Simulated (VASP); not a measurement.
The system is BiTe.

```
Bi Te
1.0
     2.42271    1.39875    3.31729
    -2.42271    1.39875    3.31729
     0.00000   -2.79750    3.31729
Bi Te
1 1
Direct
  0.50000 0.50000 0.50000
  0.00000 0.00000 0.00000
```

- Program: VASP 6.6.1
- Task: relaxation of cell and atoms
- Functional: BLYP
- Potentials or basis: VASP PAW PBE potentials, release 64 (Bi_d, Te)
- Cutoff: 600 eV
- k mesh: 7 × 7 × 7
- Occupations: fermi-dirac, width 0.05 eV
- Spin: no spin polarisation

At the start: pressure 4.0 GPa; volume 33.72 Å³/atom.

Question: How do energy, volume and symmetry change on relaxing?

Answer: Over 11 steps the energy falls by 46.8 meV/atom and the volume is 37.33 Å³/atom (+10.7 %); space group R-3m (No. 166, to 0.05 Å).

The path:
```csv
step,energy change (eV),largest force (eV/Å),pressure (GPa),volume (Å³)
1,0.0000,0.0000,4.00,67.45
2,-0.0595,0.0000,-1.22,76.00
3,-0.0693,0.0000,0.00,73.45
4,-0.0732,0.0000,0.00,73.60
5,-0.0820,0.0000,-0.02,74.03
6,-0.0925,0.0000,-0.09,74.70
7,-0.0862,0.0000,-0.45,75.35
8,-0.0935,0.0000,-0.12,74.92
9,-0.0936,0.0000,-0.12,74.89
10,-0.0928,0.0000,0.37,73.96
11,-0.0936,0.0000,0.00,74.66
```

Final structure:
```
Bi Te
1.0
     2.38739    1.37836    3.78126
    -2.38739    1.37836    3.78126
     0.00000   -2.75672    3.78126
Bi Te
1 1
Direct
  0.50000 0.50000 0.50000
  0.00000 0.00000 0.00000
```

Caveat: the PAW data sets were made with another functional, which shifts forces and pressure a little.
